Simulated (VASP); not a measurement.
# Mo3H (Pmmm) in VASP: relaxation of cell and atoms with PBE

Aim: the relaxation of cell and atoms of Mo3H with PBE.

Program: VASP 6.6.1. These are calculated values, not measurements. Logs are shortened: lines on timing, memory, paths and dates and some standing lists are left out, and cuts for length are marked.

## 1. The cell of the first run

It takes space group Pmmm (No. 47, orthorhombic). Conventional cell: a = 2.544 Å, b = 2.627 Å, c = 9.439 Å, α = 90.00°, β = 90.00°, γ = 90.00°. Within 3.4 Å of H (site symmetry mmm) lie 4 H at 2.54 to 2.63 Å and 4 Mo at 2.75 Å. Mo (site symmetry mm2) has 6 Mo at 2.54 to 2.65 Å and 2 H at 2.75 Å within 3.4 Å. Mo (site symmetry mmm) has 8 Mo at 2.54 to 2.65 Å within 3.4 Å.

The cell was built from a structure type or drawn by symmetry, and may not be a known phase.

## 2. Relaxation of cell and atoms, PBE

INCAR

```
PREC = Accurate
ENCUT = 600
EDIFF = 1E-6
ISMEAR = 0
SIGMA = 0.2
LREAL = False
LASPH = True
NELM = 100
ALGO = Normal
ISIF = 3
LWAVE = False
LCHARG = False
GGA = PE
IBRION = 2
NSW = 36
EDIFFG = -0.08
```

KPOINTS

```
regular mesh
0
Gamma
  8 7 2
```

POSCAR

```
Mo3H
1.0
    2.5438534500      0.0000000000      0.0000000000
    0.0000000000      2.6269558900      0.0000000000
    0.0000000000      0.0000000000      9.4389550000
H Mo
1 3
Direct
    0.0000000000      0.0000000000      0.0000000000
    0.0000000000      0.5000000000      0.2560429900
    0.0000000000      0.0000000000      0.5000000000
    0.0000000000      0.5000000000      0.7439570100
```

Potentials or basis: VASP PAW PBE potentials, release 64 (H, Mo_sv).

On the command line:

```
$ cat potpaw_PBE.64/H/POTCAR potpaw_PBE.64/Mo_sv/POTCAR > POTCAR
$ mpirun -np 1 vasp_std > vasp.out
```

OUTCAR:

```text
PREC = Accurate
   ENCUT = 600
   EDIFF = 1E-6
   ISMEAR = 0
   LREAL = False
   LASPH = True
   NELM = 100
   ISIF = 3
   GGA = PE
   IBRION = 2
   NSW = 36
   EDIFFG = -0.08

 ion  position               nearest neighbor table
   1  0.000  0.000  0.000-
   2  0.000  0.500  0.256-   3 2.65   3 2.65
   3  0.000  0.000  0.500-   2 2.65   4 2.65   2 2.65   4 2.65
   4  0.000  0.500  0.744-   3 2.65   3 2.65

  LATTYP: Found a simple orthorhombic cell.
 ALAT       =     2.5438534500
 B/A-ratio  =     1.0326679353
 C/A-ratio  =     3.7104948007

  Lattice vectors:

 A1 = (   2.5438534500,   0.0000000000,   0.0000000000)
 A2 = (   0.0000000000,   2.6269558900,   0.0000000000)
 A3 = (   0.0000000000,   0.0000000000,   9.4389550000)

Analysis of symmetry for initial positions (statically):
=====================================================================
 Subroutine PRICEL returns:
 Original cell was already a primitive cell.

 Routine SETGRP: Setting up the symmetry group for a
 simple orthorhombic supercell.

 Subroutine GETGRP returns: Found  8 space group operations
 (whereof  8 operations were pure point group operations)
 out of a pool of  8 trial point group operations.

The static configuration has the point symmetry D_2h.

Analysis of symmetry for dynamics (positions and initial velocities):
=====================================================================
 Subroutine PRICEL returns:
 Original cell was already a primitive cell.

 Routine SETGRP: Setting up the symmetry group for a
 simple orthorhombic supercell.

 Subroutine GETGRP returns: Found  8 space group operations
 (whereof  8 operations were pure point group operations)
 out of a pool of  8 trial point group operations.

The dynamic configuration has the point symmetry D_2h.

 Subroutine INISYM returns: Found  8 space group operations
 (whereof  8 operations are pure point group operations),
 and found     1 'primitive' translations

----------------------------------------------------------------------------------------

                                     Primitive cell

  volume of cell :      63.0767

  direct lattice vectors                    reciprocal lattice vectors
     2.543853450  0.000000000  0.000000000     0.393104406  0.000000000  0.000000000
     0.000000000  2.626955890  0.000000000     0.000000000  0.380668744  0.000000000
[... 103 lines left out ...]
   EFERMI =   0.00;   METHOD = LEGACY
   ISMEAR =     0;   SIGMA  =   0.20  broadening in eV -4-tet -1-fermi 0-gaus
   EFERMI_NEDOS =   21; number of points for ismear=-14 and -15
   IALGO  =     38    algorithm
   IMIX   =      4    mixing-type and parameters
     AMIX     =   0.40;   BMIX     =  1.00
     AMIX_MAG =   1.60;   BMIX_MAG =  1.00
  volume/ion in A,a.u.               =      15.77       106.42
  Fermi-wavevector in a.u.,A,eV,Ry     =   1.440814  2.722745 28.244964  2.075946
  Thomas-Fermi vector in A             =   2.559516
   LORBIT       =      0    0 simple, 1 ext, 2 COOP (PROOUT), +10 PAW based schemes
   GGA     = PE    functional components
   LHFCALC =     F    Hartree Fock is set to
   AEXX    =    0.0000 exact exchange contribution
   IVDW    =     0    specifies the selected vdW correction
   LEPSILON=     F    determine dielectric tensor
   LRPA    =     F    only Hartree local field effects (RPA)
 conjugate gradient relaxation of ions
 non-spin polarized calculation
 Gauss-broadening in eV      SIGMA  =   0.20
  energy-cutoff  :      600.00
  volume of cell :       63.08
 maximum number of plane-waves:      2128
   NGX = 11   NGY = 11   NGZ = 37

--------------------------------------- Ionic step        1  -------------------------------------------

 number of electron      43.0000001 magnetization

 Free energy of the ion-electron system (eV)
  ---------------------------------------------------
  ext. energy  EPLUGINS =         0.00000000
  ---------------------------------------------------
  free energy    TOTEN  =       -30.93289907 eV

  energy without entropy =      -30.84120872  energy(sigma->0) =      -30.88705389

------------------------ aborting loop because EDIFF is reached ----------------------------------------

  FORCE on cell =-STRESS in cart. coord.  units (eV):
  Direction    XX          YY          ZZ          XY          YZ          ZX
  --------------------------------------------------------------------------------------
  -------------------------------------------------------------------------------------
  Total        0.6509690      0.3279339      1.8846733      0.0000000      0.0000000      0.0000000
  in kB       16.5349192      8.3296763     47.8715929      0.0000000      0.0000000      0.0000000
  external PRESSURE =      24.2453962 kB  Pullay stress =       0.0000000 kB
[... 95 lines left out ...]
  FREE ENERGIE OF THE ION-ELECTRON SYSTEM (eV)
  ---------------------------------------------------
  free  energy   TOTEN  =       -31.4493018042 eV

  energy  without entropy=      -31.3667111618  energy(sigma->0) =      -31.40800648

 E-fermi :   9.8502     XC(G=0): -12.2709

 val. band max:        9.8450312820   @ k =   0.2500   0.4286   0.5000
 cond. band min:       9.8782293792   @ k =   0.2500   0.4286   0.0000
 fundamental gap:      0.0331980972
 Fermi energy:         9.8501911090

 k-point     1 :       0.0000    0.0000    0.0000
  band No.  band energies     occupation
      1     -51.3449      2.00000
      2     -51.3256      2.00000
      3     -51.2696      2.00000
      4     -25.6038      2.00000
      5     -25.3857      2.00000
      6     -25.0457      2.00000
[... 661 lines left out ...]
     24      11.3968      0.00000
     25      12.1578      0.00000

 [... further k-points ...]

[... ionic steps 4 to 16 ...]

--------------------------------------- Ionic step       17  -------------------------------------------

 number of electron      43.0000007 magnetization

------------------------ aborting loop because EDIFF is reached ----------------------------------------
[... 71 lines left out ...]
--------------------------------------- Ionic step       19  -------------------------------------------

 number of electron      43.0000007 magnetization

 Free energy of the ion-electron system (eV)
  ---------------------------------------------------
  ext. energy  EPLUGINS =         0.00000000
  ---------------------------------------------------
  free energy    TOTEN  =       -33.22082165 eV

  energy without entropy =      -33.14727659  energy(sigma->0) =      -33.18404912

 E-fermi :  10.6176     XC(G=0): -12.6675

 val. band max:       10.5876469241   @ k =   0.3750   0.0000   0.0000
 cond. band min:      10.6294405847   @ k =   0.3750   0.0000   0.0000
 fundamental gap:      0.0417936605
 Fermi energy:        10.6176487639

 k-point     1 :       0.0000    0.0000    0.0000
  band No.  band energies     occupation
      1     -50.4340      2.00000
      2     -50.3776      2.00000
      3     -50.3449      2.00000
      4     -24.6996      2.00000
      5     -24.6093      2.00000
      6     -24.0470      2.00000
[... 694 lines left out ...]
  FREE ENERGIE OF THE ION-ELECTRON SYSTEM (eV)
  ---------------------------------------------------
  free  energy   TOTEN  =       -33.2208216539 eV

  energy  without entropy=      -33.1472765914  energy(sigma->0) =      -33.18404912

 reached required accuracy - stopping structural energy minimisation
```

OSZICAR:

```text
N       E                     dE             d eps       ncg     rms          rms(c)
DAV:   1     0.550227326659E+03    0.55023E+03   -0.28775E+04  2024   0.190E+03
DAV:   2    -0.124205281828E+02   -0.56265E+03   -0.55836E+03  2233   0.557E+02
DAV:   3    -0.323282297277E+02   -0.19908E+02   -0.19228E+02  2730   0.916E+01
DAV:   4    -0.326214388996E+02   -0.29321E+00   -0.28624E+00  2200   0.107E+01
[... 197 lines left out ...]
DAV:   4    -0.332208287243E+02   -0.25393E-04   -0.25002E-04  2489   0.105E-01    0.248E-02
DAV:   5    -0.332208267177E+02    0.20066E-05   -0.16887E-04  2495   0.954E-02    0.190E-02
DAV:   6    -0.332208201587E+02    0.65590E-05   -0.56405E-05  2581   0.523E-02    0.793E-03
DAV:   7    -0.332208213228E+02   -0.11641E-05   -0.14543E-06  1423   0.103E-02    0.314E-03
DAV:   8    -0.332208216539E+02   -0.33107E-06   -0.20617E-07  1056   0.393E-03
  19 F= -.33220822E+02 E0= -.33184049E+02  d E =-.171836E-02
```

CONTCAR:

```text
Mo3H
   1.00000000000000
     2.5113658396181777   -0.0000000000000000    0.0000000000000000
    -0.0000000000000000    2.6711727644325705    0.0000000000000000
     0.0000000000000000    0.0000000000000000    8.0749052799800118
  H               Mo
     1     3
Direct
     0.0000000000000000    1.0000000000000000    0.0000000000000000
     1.0000000000000000    0.5000000000000000    0.1834028530685035
     0.0000000000000000    1.0000000000000000    0.5000000000000000
     0.0000000000000000    0.5000000000000000    0.8165971469314965

  0.00000000E+00  0.00000000E+00  0.00000000E+00
  0.00000000E+00  0.00000000E+00  0.00000000E+00
  0.00000000E+00  0.00000000E+00  0.00000000E+00
  0.00000000E+00  0.00000000E+00  0.00000000E+00
```

Run time: 25 min. Hardware: 1 thread of Intel Xeon 8259CL, shared host; peak memory 0.24 GiB.

What came out:

- Free energy: -33.2208 eV
- Relaxed volume: 13.54 Å³/atom
- Relaxed cell: a = 2.511 Å, b = 2.671 Å, c = 8.075 Å, α = 90.00°, β = 90.00°, γ = 90.00°
- Space group after relaxing (to 0.1 Å): Pmmm (No. 47)
- Energy gained by relaxing: 572.0 meV/atom
- Ionic steps: 19
- Pressure after relaxing: -0.1 GPa
- Largest force after relaxing: 0.054 eV/Å
- Band gap on the k mesh: zero (an odd number of electrons rules out a gap without spin polarisation)

Forces in eV/Å, atoms in the order of the input:
```
H    0.000  0.000  0.000
Mo   0.000  0.000  0.054
Mo   0.000  0.000  0.000
Mo   0.000  0.000 -0.054
```

The path:
```
step  energy change (eV)  largest force (eV/Å)  pressure (GPa)  volume (Å³)
   1              0.0000                2.6309            2.42        63.08
   2             -0.4616                1.3770           -9.01        65.27
   3             -0.5164                0.9499          -12.67        66.24
   4             -0.8099                0.9302          -10.35        63.92
   5             -1.3581                0.7846            1.47        57.28
   6             -1.3803                0.6503            9.22        54.69
   7             -1.5520                0.4902           10.60        53.75
   8             -1.7588                0.2772           16.44        51.65
   9             -2.0421                0.3350            8.07        53.09
  10             -2.2066                0.4904           -1.57        55.17
  11             -2.2109                0.5192           -3.01        55.53
  12             -2.2110                0.5256           -3.31        55.61
  13             -2.2353                0.4851           -2.24        55.19
  14             -2.2708                0.3564            1.41        53.92
  15             -2.2714                0.3370            2.03        53.73
  16             -2.2818                0.2266            0.79        54.00
  17             -2.2861                0.0787           -0.85        54.37
  18             -2.2862                0.0977           -0.66        54.32
  19             -2.2879                0.0543           -0.09        54.17
```

Final structure:
```
H Mo
1.0
     2.51137    0.00000    0.00000
     0.00000    2.67117    0.00000
     0.00000    0.00000    8.07491
H Mo
1 3
Direct
  0.00000 0.00000 0.00000
  0.00000 0.50000 0.18340
  0.00000 0.00000 0.50000
  0.00000 0.50000 0.81660
```

Caveat: the relaxation stopped at a loose force limit of 0.08 eV/Å, so its end isn't a converged minimum.
